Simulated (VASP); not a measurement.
Write the native input for VASP 6.6.1 that does the following.

| Property | Result |
| --- | --- |
| Task | single point |
| Functional | LDA |
| Potentials or basis | VASP PAW LDA potentials, release 64 (Ta_sv_GW, N) |
| Cutoff | 700 eV |
| k mesh | 7 × 7 × 3 |
| Occupations | fermi-dirac, width 0.05 eV |
| Spin | no spin polarisation |
| Dipole correction | no |
| Further INCAR settings | ALGO = Normal; EDIFF = 1e-06; NBANDS = 30 |

The structure of Ta3N lies in POSCAR:

```
Ta3N
1.0
    2.9877232264      0.0000000000      0.0000000000
   -1.4938616132      2.5874442135      0.0000000000
    0.0000000000      0.0000000000      7.3696403020
Ta N
3 1
Direct
    0.6666666667      0.3333333333      0.8287410405
    0.3333333333      0.6666666667      0.1712589595
    0.0000000000      0.0000000000      0.5000000000
    0.0000000000      0.0000000000      0.0000000000
```

The input as run:

INCAR

```
PREC = Accurate ; ENCUT = 700
EDIFF = 1E-6 ; ISMEAR = -1
SIGMA = 0.05 ; LREAL = False
LASPH = True ; NELM = 120
ALGO = Normal ; ISIF = 2
LWAVE = False ; LCHARG = True
GGA = CA ; LELF = True
LVHAR = True ; NBANDS = 30
GGA_COMPAT = False
```

KPOINTS

```
Automatic mesh
0
Gamma
  7 7 3
```

Potentials or basis: VASP PAW LDA potentials, release 64 (Ta_sv_GW, N).

Command:

```sh
$ cat potpaw_LDA.64/Ta_sv_GW/POTCAR potpaw_LDA.64/N/POTCAR > POTCAR
$ mpirun -np 1 vasp_std > vasp.out
```

It gave:

| Item | Value |
| --- | --- |
| Pressure | 0.7 GPa |
| Largest force | 0.052 eV/Å |
| Band gap on the k mesh | zero (bands 22 and 23 overlap by 0.69 eV) |

Caveat: spin-orbit coupling is left out, which moves the levels of the heavy elements.

Wall time 50 s on 1 thread of Intel(R) Xeon(R) 6975P-C (Granite Rapids), with other jobs on the host, peak memory 0.2 GiB.
